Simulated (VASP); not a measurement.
# CaSe (Fm-3m) in VASP: notebook

The runs below take CaSe through single point, with PBE-based global hybrid with 5 % exact exchange, PBE-based global hybrid with 15 % exact exchange.

Everything below comes from runs of VASP 6.6.1. Logs are shortened: lines on timing, memory, paths and dates and some standing lists are left out, and cuts for length are marked.

**1. The cell of the first run**

The structure is cubic, space group Fm-3m (No. 225). Conventional cell: a = 5.912 Å, b = 5.912 Å, c = 5.912 Å, α = 90.00°, β = 90.00°, γ = 90.00°. Ca (site symmetry m-3m) has 6 Se at 2.96 Å within 3.9 Å. Se (site symmetry m-3m) has 6 Ca at 2.96 Å within 3.9 Å.

**2. Single point, PBE-based global hybrid with 5 % exact exchange**

POSCAR reads:

```
CaSe
1.0
    0.0000000000      2.9559985193      2.9559985193
    2.9559985193      0.0000000000      2.9559985193
    2.9559985193      2.9559985193      0.0000000000
Ca Se
1 1
Direct
    0.5000000000      0.5000000000      0.5000000000
    0.0000000000      0.0000000000      0.0000000000
```

INCAR.step1 reads:

```
SYSTEM = CaSe
PREC = Accurate ; ENCUT = 520
EDIFF = 1E-5 ; ISMEAR = 0
SIGMA = 0.05 ; LREAL = .FALSE.
LASPH = .TRUE. ; NELM = 80
ALGO = Normal ; ISIF = 2
LWAVE = .TRUE. ; LCHARG = .FALSE.
NBANDS = 15 ; GGA = PE
```

INCAR.step2 reads:

```
SYSTEM = CaSe
PREC = Accurate ; ENCUT = 520
EDIFF = 1E-7 ; ISMEAR = 0
SIGMA = 0.05 ; LREAL = .FALSE.
LASPH = .TRUE. ; NELM = 80
ALGO = Normal ; ISIF = 2
LWAVE = .FALSE. ; LCHARG = .FALSE.
GGA = PE ; LHFCALC = .TRUE.
AEXX = 0.05 ; PRECFOCK = Normal
NBANDS = 15 ; ISTART = 1
```

KPOINTS reads:

```
Automatic mesh
0
G
  4 4 4
  0 0 0
```

Potentials or basis: VASP PAW PBE potentials, release 64 (Ca_sv, Se).

Command:

```console
> cat potpaw_PBE.64/Ca_sv/POTCAR potpaw_PBE.64/Se/POTCAR > POTCAR
> cp INCAR.step1 INCAR
> mpirun -np 1 vasp_std > vasp.out
> cp INCAR.step2 INCAR
> mpirun -np 1 vasp_std > vasp.out
```

OUTCAR:

```text
SYSTEM = CaSe
   PREC = Accurate
   ENCUT = 520
   EDIFF = 1E-7
   ISMEAR = 0
   LREAL = .FALSE.
   LASPH = .TRUE.
   NELM = 80
   ISIF = 2
   GGA = PE
   LHFCALC = .TRUE.
   AEXX = 0.05
   PRECFOCK = Normal
   ISTART = 1

 ion  position               nearest neighbor table
   1  0.500  0.500  0.500-   2 2.96   2 2.96   2 2.96   2 2.96   2 2.96   2 2.96
   2  0.000  0.000  0.000-   1 2.96   1 2.96   1 2.96   1 2.96   1 2.96   1 2.96

  LATTYP: Found a face centered cubic cell.
 ALAT       =     5.9119970386

  Lattice vectors:

 A1 = (   0.0000000000,   2.9559985193,   2.9559985193)
 A2 = (   2.9559985193,   0.0000000000,   2.9559985193)
 A3 = (   2.9559985193,   2.9559985193,   0.0000000000)

Analysis of symmetry for initial positions (statically):
=====================================================================
 Subroutine PRICEL returns:
 Original cell was already a primitive cell.

 Routine SETGRP: Setting up the symmetry group for a
 face centered cubic supercell.

 Subroutine GETGRP returns: Found 48 space group operations
 (whereof 48 operations were pure point group operations)
 out of a pool of 48 trial point group operations.

The static configuration has the point symmetry O_h .

Analysis of symmetry for dynamics (positions and initial velocities):
=====================================================================
 Subroutine PRICEL returns:
 Original cell was already a primitive cell.

 Routine SETGRP: Setting up the symmetry group for a
 face centered cubic supercell.

 Subroutine GETGRP returns: Found 48 space group operations
 (whereof 48 operations were pure point group operations)
 out of a pool of 48 trial point group operations.

The dynamic configuration has the point symmetry O_h .

 Subroutine INISYM returns: Found 48 space group operations
 (whereof 48 operations are pure point group operations),
 and found     1 'primitive' translations

----------------------------------------------------------------------------------------

                                     Primitive cell

  volume of cell :      51.6586

  direct lattice vectors                    reciprocal lattice vectors
     0.000000000  2.955998519  2.955998519    -0.169147581  0.169147581  0.169147581
     2.955998519  0.000000000  2.955998519     0.169147581 -0.169147581  0.169147581
     2.955998519  2.955998519  0.000000000     0.169147581  0.169147581 -0.169147581

  length of vectors
     4.180413196  4.180413196  4.180413196     0.292972205  0.292972205  0.292972205

  position of ions in fractional coordinates (direct lattice)
     0.500000000  0.500000000  0.500000000
     0.000000000  0.000000000  0.000000000

  ion indices of the primitive-cell ions
   primitive index   ion index
                 1           1
                 2           2

----------------------------------------------------------------------------------------

 KPOINTS: Automatic mesh

Automatic generation of k-mesh.
 Grid dimensions read from file:
 generate k-points for:    4    4    4

 Generating k-lattice:

  Cartesian coordinates                     Fractional coordinates (reciprocal lattice)
    -0.042286895  0.042286895  0.042286895     0.250000000  0.000000000  0.000000000
     0.042286895 -0.042286895  0.042286895     0.000000000  0.250000000  0.000000000
     0.042286895  0.042286895 -0.042286895     0.000000000  0.000000000  0.250000000

  Length of vectors
     0.073243051  0.073243051  0.073243051

  Shift w.r.t. Gamma in fractional coordinates (k-lattice)
     0.000000000  0.000000000  0.000000000

 Subroutine IBZKPT returns following result:
 ===========================================

 Found      8 irreducible k-points:

 Following reciprocal coordinates:
            Coordinates               Weight
  0.000000  0.000000  0.000000      1.000000
  0.250000  0.000000  0.000000      8.000000
  0.500000  0.000000  0.000000      4.000000
  0.250000  0.250000  0.000000      6.000000
  0.500000  0.250000  0.000000     24.000000
 -0.250000  0.250000  0.000000     12.000000
  0.500000  0.500000  0.000000      3.000000
 -0.250000  0.500000  0.250000      6.000000
   k-points           NKPTS =      8   k-points in BZ     NKDIM =     64   number of bands    NBANDS=     15
   number of dos      NEDOS =    301   number of ions     NIONS =      2
   total plane-waves  NPLWV =  32768
   dimension x,y,z NGX =    32 NGY =   32 NGZ =   32
   dimension x,y,z NGXF=    64 NGYF=   64 NGZF=   64
   ions per type =               1   1
   NGX,Y,Z   is equivalent  to a cutoff of  12.73, 12.73, 12.73 a.u.
   NGXF,Y,Z  is equivalent  to a cutoff of  25.45, 25.45, 25.45 a.u.
 SYSTEM =  CaSe
   PREC   = accura    normal or accurate (medium, high low for compatibility)
   ISTART =      1    job   : 0-new  1-cont  2-samecut
   ICHARG =      0    charge: 1-file 2-atom 10-const
   ISPIN  =      1    spin polarized calculation?
   LNONCOLLINEAR =      F non collinear calculations
   LSORBIT =      F    spin-orbit coupling
   LASPH  =      T    aspherical Exc in radial PAW
   ENCUT  =  520.0 eV  38.22 Ry    6.18 a.u.   7.77  7.77  7.77*2*pi/ulx,y,z
   NELM   =     80;   NELMIN=  2; NELMDL=  0     # of ELM steps
   EDIFF  = 0.1E-06   stopping-criterion for ELM
   LREAL  =      F    real-space projection
   EDIFFG = 0.1E-05   stopping-criterion for IOM
   NSW    =      0    number of steps for IOM
   IBRION =     -1    ionic relax: 0-MD 1-quasi-New 2-CG
   NFREE  =      0    steps in history (QN), initial steepest desc. (CG)
   ISIF   =      2    stress and relaxation
   ISYM   =      3    0-nonsym 1-usesym 2-fastsym
   POTIM  = 0.5000    time-step for ionic-motion
   TEBEG  =    0.0;   TEEND  =   0.0 temperature during run
   PSTRESS=    0.0 pullay stress
   NELECT =      16.0000    total number of electrons
   NUPDOWN=      -1.0000    fix difference up-down
   EMIN   =  10.00;   EMAX   =-10.00  energy-range for DOS
   EFERMI =   0.00;   METHOD = LEGACY
   ISMEAR =     0;   SIGMA  =   0.05  broadening in eV -4-tet -1-fermi 0-gaus
   EFERMI_NEDOS =   21; number of points for ismear=-14 and -15
   IALGO  =     38    algorithm
   IMIX   =      1    mixing-type and parameters
     AMIX     =   0.40;   BMIX     =  1.00
     AMIX_MAG =   1.60;   BMIX_MAG =  1.00
  volume/ion in A,a.u.               =      25.83       174.30
  Fermi-wavevector in a.u.,A,eV,Ry     =   1.107645  2.093146 16.692683  1.226878
  Thomas-Fermi vector in A             =   2.244162
   LORBIT       =      0    0 simple, 1 ext, 2 COOP (PROOUT), +10 PAW based schemes
   GGA     = PE    functional components
   LHFCALC =     T    Hartree Fock is set to
   PRECFOCK=normal    Normal, Fast or Accurate (Low or Medium for compatibility)
   ENCUT4O =  -1.0   cutoff for four orbital integrals eV
   NKREDX  =     1    reduce k-point grid by
   NKREDY  =     1    reduce k-point grid by
   NKREDZ  =     1    reduce k-point grid by
   AEXX    =    0.0500 exact exchange contribution
   HFSCREEN=    0.0000 screening length (either q_TF or 0.3 A-1)
   HFSCREENC=   0.0000 screening length for correlation (either q_TF or 0.3 A-1)
   ENCUTFOCK=  -1.0 apply spherical cutoff to Coloumb kernel
   IVDW    =     0    specifies the selected vdW correction
   LEPSILON=     F    determine dielectric tensor
   LRPA    =     F    only Hartree local field effects (RPA)
 non-spin polarized calculation
 Gauss-broadening in eV      SIGMA  =   0.05
  energy-cutoff  :      520.00
  volume of cell :       51.66
 maximum number of plane-waves:      1411
  NGX = 24; NGY = 24; NGZ = 24

 number of electron      15.9999998 magnetization

 Free energy of the ion-electron system (eV)
  ---------------------------------------------------
  ext. energy  EPLUGINS =         0.00000000
  ---------------------------------------------------
  free energy    TOTEN  =        -9.80961325 eV

  energy without entropy =       -9.80961325  energy(sigma->0) =       -9.80961325

 E-fermi :   2.5293     XC(G=0):  -8.7755

 val. band max:        2.2846376287   @ k =   0.0000   0.0000   0.0000
 cond. band min:       4.6276706172   @ k =   0.5000   0.5000   0.0000
 fundamental gap:      2.3430329885
 Fermi energy:         2.5292833899

 k-point     1 :       0.0000    0.0000    0.0000
  band No.  band energies     occupation
      1     -38.1104      2.00000
      2     -18.8076      2.00000
      3     -18.8076      2.00000
      4     -18.8076      2.00000
      5      -9.7533      2.00000
      6       2.2846      2.00000
      7       2.2846      2.00000
      8       2.2846      2.00000
      9       5.9568      0.00000
     10       6.3705      0.00000
     11       6.3705      0.00000
     12       6.3705      0.00000
     13       6.9510      0.00000
     14       6.9510      0.00000
     15      12.3361      0.00000

 k-point     2 :       0.2500    0.0000    0.0000
  band No.  band energies     occupation
      1     -38.1069      2.00000
      2     -18.8675      2.00000
      3     -18.8114      2.00000
      4     -18.8114      2.00000
      5      -9.4129      2.00000
      6       0.2393      2.00000
      7       1.5734      2.00000
      8       1.5734      2.00000
      9       6.3609      0.00000
     10       7.1237      0.00000
     11       7.1237      0.00000
     12       8.3794      0.00000
     13       8.3794      0.00000
     14       8.4060      0.00000
     15      12.1155      0.00000
[... 77 lines left out ...]
      3     -18.8418      2.00000
      4     -18.8418      2.00000
      5      -9.1518      2.00000
      6      -0.3097      2.00000
      7       1.3227      2.00000
      8       1.3227      2.00000
      9       4.6277      0.00000
     10       7.6719      0.00000
     11       7.7497      0.00000
     12       8.7761      0.00000
     13       8.8067      0.00000
     14       8.8067      0.00000
     15      12.8218      0.00000

 k-point     8 :      -0.2500    0.5000    0.2500
  band No.  band energies     occupation
      1     -38.1012      2.00000
      2     -18.8673      2.00000
      3     -18.8673      2.00000
      4     -18.8483      2.00000
      5      -9.0588      2.00000
      6       0.2496      2.00000
      7       0.2496      2.00000
      8       0.5706      2.00000
      9       7.0762      0.00000
     10       7.0762      0.00000
     11       7.9178      0.00000
     12       8.4764      0.00000
     13       8.8129      0.00000
     14      11.3650      0.00000
     15      11.6624      0.00000

------------------------ aborting loop because EDIFF is reached ----------------------------------------

  FORCE on cell =-STRESS in cart. coord.  units (eV):
  Direction    XX          YY          ZZ          XY          YZ          ZX
  --------------------------------------------------------------------------------------
  -------------------------------------------------------------------------------------
  Total        0.4337273      0.4337273      0.4337273     -0.0000000      0.0000000     -0.0000000
  in kB       13.4519323     13.4519323     13.4519323     -0.0000000      0.0000000     -0.0000000
  external PRESSURE =      13.4519323 kB  Pullay stress =       0.0000000 kB

 VOLUME and BASIS-vectors are now :
 -----------------------------------------------------------------------------
  energy-cutoff  :      520.00
  volume of cell :       51.66
      direct lattice vectors                 reciprocal lattice vectors
     0.000000000  2.955998519  2.955998519    -0.169147581  0.169147581  0.169147581
     2.955998519  0.000000000  2.955998519     0.169147581 -0.169147581  0.169147581
     2.955998519  2.955998519  0.000000000     0.169147581  0.169147581 -0.169147581

 POSITION                                       TOTAL-FORCE (eV/Angst)
 -----------------------------------------------------------------------------------
      2.95600      2.95600      2.95600        -0.000000      0.000000     -0.000000
      0.00000      0.00000      0.00000         0.000000     -0.000000      0.000000
 -----------------------------------------------------------------------------------
    total drift:                                0.000000      0.000000      0.000000

  FREE ENERGIE OF THE ION-ELECTRON SYSTEM (eV)
  ---------------------------------------------------
  free  energy   TOTEN  =        -9.8096132546 eV

  energy  without entropy=       -9.8096132546  energy(sigma->0) =       -9.80961325
```

It took 9.6 min on 1 thread of Oxide Virtual Turin-like, shared host; peak memory 0.15 GiB.

Results:

| Item | Value |
| --- | --- |
| Free energy | -9.8096 eV |
| Pressure | 1.3 GPa |
| Band gap on the k mesh | 2.34 eV (least direct gap 3.31 eV) |

Caveat: the k points lie up to 0.46 Å⁻¹ apart; the PAW data sets were made with another functional, which shifts forces and pressure a little. A k mesh can miss the band edges.

**3. Single point, PBE-based global hybrid with 15 % exact exchange**

POSCAR is that of step 2.

INCAR.step1 reads:

```
SYSTEM = CaSe
  ALGO = Normal
  EDIFF = 1E-5
  ENCUT = 520
  GGA = PE
  ISIF = 2
  ISMEAR = 0
  LASPH = .TRUE.
  LREAL = .FALSE.
  LWAVE = .TRUE.
  NBANDS = 15
  NELM = 80
  PREC = Accurate
  SIGMA = 0.05
```

INCAR.step2 reads:

```
SYSTEM = CaSe
  AEXX = 0.15
  ALGO = Normal
  EDIFF = 1E-6
  ENCUT = 520
  GGA = PE
  ISIF = 2
  ISMEAR = 0
  ISTART = 1
  LASPH = .TRUE.
  LCHARG = .TRUE.
  LELF = .TRUE.
  LHFCALC = .TRUE.
  LREAL = .FALSE.
  LVHAR = .TRUE.
  LWAVE = .FALSE.
  NBANDS = 15
  NELM = 80
  PREC = Accurate
  PRECFOCK = Normal
  SIGMA = 0.05
```

KPOINTS reads:

```
k-points
0
G
  4 4 4
  0 0 0
```

Potentials or basis: VASP PAW PBE potentials, release 64 (Ca_sv, Se).

Command:

```console
> cat potpaw_PBE.64/Ca_sv/POTCAR potpaw_PBE.64/Se/POTCAR > POTCAR
> cp INCAR.step1 INCAR
> mpirun -np 1 vasp_std > vasp.out
> cp INCAR.step2 INCAR
> mpirun -np 1 vasp_std > vasp.out
```

It took 13 min on 1 thread of Oxide Virtual Turin-like, shared host; peak memory 0.15 GiB.

The run converged. Its results:

| Quantity | Value |
| --- | --- |
| Free energy | -10.5166 eV |
| Pressure | 1.1 GPa |
| Band gap on the k mesh | 3.02 eV (least direct gap 4.03 eV) |

Levels at points of the mesh, in eV from the valence-band top:
```
           k point  band 5  band 6  band 7  band 8  band 9  band 10  band 11  band 12
(0.00, 0.00, 0.00)  -12.50    0.00    0.00    0.00    4.34     4.88     4.88     4.88
(0.50, 0.00, 0.00)  -11.74   -3.51   -1.25   -1.25    5.46     6.84     6.92     6.92
(0.50, 0.50, 0.00)  -11.86   -2.72   -1.01   -1.01    3.02     6.07     6.35     7.45
```

Caveat: the k points lie up to 0.46 Å⁻¹ apart; the PAW data sets were made with another functional, which shifts forces and pressure a little. A k mesh can miss the band edges.
